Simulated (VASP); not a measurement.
The system is LiH.

```
Li H
1.0
    -0.00715    2.13797    2.13797
     2.13797   -0.00715    2.13797
     2.13797    2.13797   -0.00715
Li H
1 1
Cartesian
  -0.0009 -0.0009 -0.0009
  1.0681 1.0681 1.0681
```

This cell differs from its parent crystal: strain along [111] -0.5%.

Base run:

| Property | Result |
| --- | --- |
| Program | VASP 6.6.1 |
| Functional | r2SCAN |
| Potentials or basis | VASP PAW PBE potentials, release 64 (Li_sv, H) |
| Cutoff | 520 eV |
| k mesh | 10 × 10 × 10 |
| Occupations | gaussian, width 0.01 eV |
| Spin | no spin polarisation |

Its results: band gap on the k mesh 4.82 eV, indirect (least direct gap 5.85 eV).

Q: The run is repeated on the same cell with these changes: functional from r2SCAN to PBE; occupations from gaussian, width 0.01 eV to fermi-dirac, width 0.02 eV. What comes out?

A: Band gap on the k mesh 4.24 eV, indirect (least direct gap 5.28 eV).

A k mesh can miss the band edges.
